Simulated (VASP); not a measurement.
# AlCl3 in VASP: a series of runs

The runs below take AlCl3 through single point, with PBE+D3(BJ), PBE.

All numbers are computed with VASP 6.6.1; they aren't measurements. Logs are shortened: lines on timing, memory, paths and dates and some standing lists are left out, and cuts for length are marked.

## Step 1: The cell of the first run

The cell holds a molecule in a box, 4 atoms: a = 13.592 Å, b = 14.092 Å, c = 14.592 Å, α = 90.00°, β = 90.00°, γ = 90.00°.

## Step 2: Single point, PBE+D3(BJ)

INCAR reads:

```
ALGO = Normal
EDIFF = 1E-6
ENCUT = 400
GGA = PE
GGA_COMPAT = False
ISIF = 2
ISMEAR = 0
IVDW = 12
LASPH = True
LCHARG = False
LREAL = False
LWAVE = False
NBANDS = 20
NELM = 120
NELMDL = -8
PREC = Accurate
SIGMA = 0.005
```

KPOINTS reads:

```
k-points
0
Gamma
  1 1 1
```

POSCAR reads:

```
AlCl3
1.0
   13.5921454378      0.0000000000      0.0000000000
    0.0000000000     14.0921454378      0.0000000000
    0.0000000000      0.0000000000     14.5921454378
Al Cl
1 3
Direct
    0.5029591565      0.5047498922      0.5006993209
    0.4104941598      0.4307549367      0.5890134807
    0.5360619248      0.4491754903      0.3722766167
    0.5623275589      0.6343240207      0.5407912217
```

Potentials or basis: VASP PAW PBE potentials, release 64 (Al, Cl).

Started as:

```sh
$ cat potpaw_PBE.64/Al/POTCAR potpaw_PBE.64/Cl/POTCAR > POTCAR
$ mpirun -np 1 vasp_gam > vasp.out
```

OUTCAR:

```text
EDIFF = 1E-6
   ENCUT = 400
   GGA = PE
   ISIF = 2
   ISMEAR = 0
   IVDW = 12
   LASPH = True
   LREAL = False
   NELM = 120
   NELMDL = -8
   PREC = Accurate
 IVDW          = 12

 ion  position               nearest neighbor table
   1  0.503  0.505  0.501-   3 2.08   2 2.08   4 2.08
   2  0.410  0.431  0.589-   1 2.08
   3  0.536  0.449  0.372-   1 2.08
   4  0.562  0.634  0.541-   1 2.08

  LATTYP: Found a simple orthorhombic cell.
 ALAT       =    13.5921454378
 B/A-ratio  =     1.0367859513
 C/A-ratio  =     1.0735719026

  Lattice vectors:

 A1 = (  13.5921454378,   0.0000000000,   0.0000000000)
 A2 = (   0.0000000000,  14.0921454378,   0.0000000000)
 A3 = (   0.0000000000,   0.0000000000,  14.5921454378)

Analysis of symmetry for initial positions (statically):
=====================================================================
 Subroutine PRICEL returns:
 Original cell was already a primitive cell.

 Routine SETGRP: Setting up the symmetry group for a
 simple orthorhombic supercell.

 Subroutine GETGRP returns: Found  1 space group operations
 (whereof  1 operations were pure point group operations)
 out of a pool of  8 trial point group operations.

The static configuration has the point symmetry C_1 .

Analysis of symmetry for dynamics (positions and initial velocities):
=====================================================================
 Subroutine PRICEL returns:
 Original cell was already a primitive cell.

 Routine SETGRP: Setting up the symmetry group for a
 simple orthorhombic supercell.

 Subroutine GETGRP returns: Found  1 space group operations
 (whereof  1 operations were pure point group operations)
 out of a pool of  8 trial point group operations.

The dynamic configuration has the point symmetry C_1 .

 Subroutine INISYM returns: Found  1 space group operations
 (whereof  1 operations are pure point group operations),
 and found     1 'primitive' translations

----------------------------------------------------------------------------------------

                                     Primitive cell

  volume of cell :    2795.0159

  direct lattice vectors                    reciprocal lattice vectors
    13.592145438  0.000000000  0.000000000     0.073571903  0.000000000  0.000000000
     0.000000000 14.092145438  0.000000000     0.000000000  0.070961516  0.000000000
     0.000000000  0.000000000 14.592145438     0.000000000  0.000000000  0.068530019

  length of vectors
    13.592145438 14.092145438 14.592145438     0.073571903  0.070961516  0.068530019

  position of ions in fractional coordinates (direct lattice)
     0.502959156  0.504749892  0.500699321
     0.410494160  0.430754937  0.589013481
     0.536061925  0.449175490  0.372276617
     0.562327559  0.634324021  0.540791222

  ion indices of the primitive-cell ions
   primitive index   ion index
                 1           1
                 2           2
                 3           3
                 4           4

----------------------------------------------------------------------------------------

 KPOINTS: k-points

Automatic generation of k-mesh.
 Grid dimensions read from file:
 generate k-points for:    1    1    1

 Generating k-lattice:

  Cartesian coordinates                     Fractional coordinates (reciprocal lattice)
     0.073571903  0.000000000  0.000000000     1.000000000  0.000000000  0.000000000
     0.000000000  0.070961516  0.000000000     0.000000000  1.000000000  0.000000000
     0.000000000  0.000000000  0.068530019     0.000000000  0.000000000  1.000000000

  Length of vectors
     0.073571903  0.070961516  0.068530019

  Shift w.r.t. Gamma in fractional coordinates (k-lattice)
     0.000000000  0.000000000  0.000000000

 Subroutine IBZKPT returns following result:
 ===========================================

 Found      1 irreducible k-points:

 Following reciprocal coordinates:
            Coordinates               Weight
  0.000000  0.000000  0.000000      1.000000
   k-points           NKPTS =      1   k-points in BZ     NKDIM =      1   number of bands    NBANDS=     20
   number of dos      NEDOS =    301   number of ions     NIONS =      4
   total plane-waves  NPLWV = 829440
   dimension x,y,z NGX =    90 NGY =   96 NGZ =   96
   dimension x,y,z NGXF=   180 NGYF=  192 NGZF=  192
   ions per type =               1   3
   NGX,Y,Z   is equivalent  to a cutoff of  11.01, 11.33, 10.94 a.u.
   NGXF,Y,Z  is equivalent  to a cutoff of  22.02, 22.65, 21.87 a.u.
 SYSTEM =  unknown system
   PREC   = accura    normal or accurate (medium, high low for compatibility)
   ISTART =      0    job   : 0-new  1-cont  2-samecut
   ICHARG =      2    charge: 1-file 2-atom 10-const
   ISPIN  =      1    spin polarized calculation?
   LNONCOLLINEAR =      F non collinear calculations
   LSORBIT =      F    spin-orbit coupling
   LASPH  =      T    aspherical Exc in radial PAW
   ENCUT  =  400.0 eV  29.40 Ry    5.42 a.u.  22.17 22.98 23.80*2*pi/ulx,y,z
   NELM   =    120;   NELMIN=  2; NELMDL= -8     # of ELM steps
   EDIFF  = 0.1E-05   stopping-criterion for ELM
   LREAL  =      F    real-space projection
   EDIFFG = 0.1E-04   stopping-criterion for IOM
   NSW    =      0    number of steps for IOM
   IBRION =     -1    ionic relax: 0-MD 1-quasi-New 2-CG
   NFREE  =      0    steps in history (QN), initial steepest desc. (CG)
   ISIF   =      2    stress and relaxation
   ISYM   =      2    0-nonsym 1-usesym 2-fastsym
   POTIM  = 0.5000    time-step for ionic-motion
   TEBEG  =    0.0;   TEEND  =   0.0 temperature during run
   PSTRESS=    0.0 pullay stress
   NELECT =      24.0000    total number of electrons
   NUPDOWN=      -1.0000    fix difference up-down
   EMIN   =  10.00;   EMAX   =-10.00  energy-range for DOS
   EFERMI =   0.00;   METHOD = LEGACY
   ISMEAR =     0;   SIGMA  =   0.01  broadening in eV -4-tet -1-fermi 0-gaus
   EFERMI_NEDOS =   21; number of points for ismear=-14 and -15
   IALGO  =     38    algorithm
   IMIX   =      4    mixing-type and parameters
     AMIX     =   0.40;   BMIX     =  1.00
     AMIX_MAG =   1.60;   BMIX_MAG =  1.00
  volume/ion in A,a.u.               =     698.75      4715.42
  Fermi-wavevector in a.u.,A,eV,Ry     =   0.335236  0.633504  1.529065  0.112383
  Thomas-Fermi vector in A             =   1.234608
   LORBIT       =      0    0 simple, 1 ext, 2 COOP (PROOUT), +10 PAW based schemes
   GGA     = PE    functional components
   LHFCALC =     F    Hartree Fock is set to
   AEXX    =    0.0000 exact exchange contribution
   IVDW    =    12    specifies the selected vdW correction
   LEPSILON=     F    determine dielectric tensor
   LRPA    =     F    only Hartree local field effects (RPA)
 non-spin polarized calculation
 Gauss-broadening in eV      SIGMA  =   0.01
  energy-cutoff  :      400.00
  volume of cell :     2795.02
 maximum number of plane-waves:     25350
 NGX is ok and might be reduce to    90
   NGX = 45   NGY = 45   NGZ = 47

 number of electron      24.0000000 magnetization

 Free energy of the ion-electron system (eV)
  ---------------------------------------------------
  ext. energy  EPLUGINS =         0.00000000
  ---------------------------------------------------
  free energy    TOTEN  =       -14.63150429 eV

  energy without entropy =      -14.63150429  energy(sigma->0) =      -14.63150429

 E-fermi :  -7.6379     XC(G=0):  -0.6052

 val. band max:       -7.7137113494   @ k =   0.0000   0.0000   0.0000
 cond. band min:      -2.0817271721   @ k =   0.0000   0.0000   0.0000
 fundamental gap:      5.6319841773
 Fermi energy:        -7.6378591575

 k-point     1 :       0.0000    0.0000    0.0000
  band No.  band energies     occupation
      1     -20.8215      2.00000
      2     -20.4277      2.00000
      3     -20.4271      2.00000
      4     -11.2893      2.00000
      5      -9.6338      2.00000
      6      -9.6333      2.00000
[... 12 lines left out ...]
     19       0.6879      0.00000
     20       0.7586      0.00000

------------------------ aborting loop because EDIFF is reached ----------------------------------------

 Edisp (eV)   -0.12313

 E8    (eV) :    -0.0525

  FORCE on cell =-STRESS in cart. coord.  units (eV):
  Direction    XX          YY          ZZ          XY          YZ          ZX
  --------------------------------------------------------------------------------------
  -------------------------------------------------------------------------------------
  Total      -0.08503    -0.12908    -0.13656    -0.04063    -0.01956     0.03298
  in kB      -0.04874    -0.07399    -0.07828    -0.02329    -0.01121     0.01890
  external pressure =       -0.07 kB  Pullay stress =        0.00 kB

 VOLUME and BASIS-vectors are now :
 -----------------------------------------------------------------------------
  energy-cutoff  :      400.00
  volume of cell :     2795.02
      direct lattice vectors                 reciprocal lattice vectors
    13.592145438  0.000000000  0.000000000     0.073571903  0.000000000  0.000000000
     0.000000000 14.092145438  0.000000000     0.000000000  0.070961516  0.000000000
     0.000000000  0.000000000 14.592145438     0.000000000  0.000000000  0.068530019

 POSITION                                       TOTAL-FORCE (eV/Angst)
 -----------------------------------------------------------------------------------
      6.83629      7.11301      7.30628         0.000314     -0.000048     -0.000580
      5.57950      6.07026      8.59497         0.018718      0.016399     -0.019191
      7.28623      6.32985      5.43231        -0.006840      0.011256      0.028482
      7.64324      8.93899      7.89130        -0.012191     -0.027607     -0.008711
 -----------------------------------------------------------------------------------
    total drift:                               -0.000098      0.000963      0.000163

  FREE ENERGIE OF THE ION-ELECTRON SYSTEM (eV)
  ---------------------------------------------------
  free  energy   TOTEN  =       -14.7546338321 eV

  energy  without entropy=      -14.7546338321  energy(sigma->0) =      -14.75463383
```

Run time: 2.3 min. Hardware: 1 thread of Intel Xeon Platinum 8375C at 2.90GHz (Ice Lake), shared host; peak memory 1.3 GiB.

What came out:

| Item | Value |
| --- | --- |
| Free energy | -14.7546 eV |
| Largest force | 0.031 eV/Å |
| Gap between the frontier levels | 5.63 eV |
| Dispersion energy per atom | -0.031 eV |

Forces in eV/Å, atoms in the order of the input:
```
Al   0.000  0.000 -0.001
Cl   0.019  0.016 -0.019
Cl  -0.007  0.011  0.028
Cl  -0.012 -0.028 -0.009
```

Levels at points of the mesh, in eV from the valence-band top:
```
           k point  band 9  band 10  band 11  band 12  band 13  band 14  band 15  band 16
(0.00, 0.00, 0.00)   -0.58    -0.45    -0.45     0.00     5.63     5.99     7.76     8.04
```

## Step 3: Single point, PBE

INCAR reads:

```
PREC = Accurate ; ENCUT = 400
EDIFF = 1E-6 ; ISMEAR = 0
SIGMA = 0.005 ; LREAL = False
LASPH = True ; NELM = 120
ALGO = Normal ; ISIF = 2
LWAVE = False ; LCHARG = False
GGA = PE ; NBANDS = 20
GGA_COMPAT = False ; NELMDL = -8
```

KPOINTS reads:

```
regular mesh
0
Gamma
  1 1 1
```

POSCAR reads:

```
AlCl3
1.0
   13.5921454378      0.0000000000      0.0000000000
    0.0000000000     14.0921454378      0.0000000000
    0.0000000000      0.0000000000     14.5921454378
Al Cl
1 3
Direct
    0.5029591600      0.5047498900      0.5006993200
    0.4104941600      0.4307549400      0.5890134800
    0.5360619200      0.4491754900      0.3722766200
    0.5623275600      0.6343240200      0.5407912200
```

Potentials or basis: VASP PAW PBE potentials, release 64 (Al, Cl).

Started as:

```sh
$ cat potpaw_PBE.64/Al/POTCAR potpaw_PBE.64/Cl/POTCAR > POTCAR
$ mpirun -np 1 vasp_gam > vasp.out
```

It took 2.5 min on 1 thread of Intel Xeon Platinum 8375C at 2.90GHz (Ice Lake), shared host; peak memory 1.3 GiB.

It converged, with:

| Item | Value |
| --- | --- |
| Free energy | -14.6315 eV |
| Largest force | 0.008 eV/Å |
| Gap between the frontier levels | 5.63 eV |

Forces in eV/Å, atoms in the order of the input:
```
Al   0.000  0.000 -0.001
Cl   0.005  0.005 -0.005
Cl  -0.002  0.003  0.008
Cl  -0.003 -0.007 -0.002
```

Levels at points of the mesh, in eV from the valence-band top:
| k point | band 10 | band 11 | band 12 | band 13 | band 14 | band 15 |
| --- | --- | --- | --- | --- | --- | --- |
| (0.00, 0.00, 0.00) | -0.45 | -0.45 | 0.00 | 5.63 | 5.99 | 7.76 |
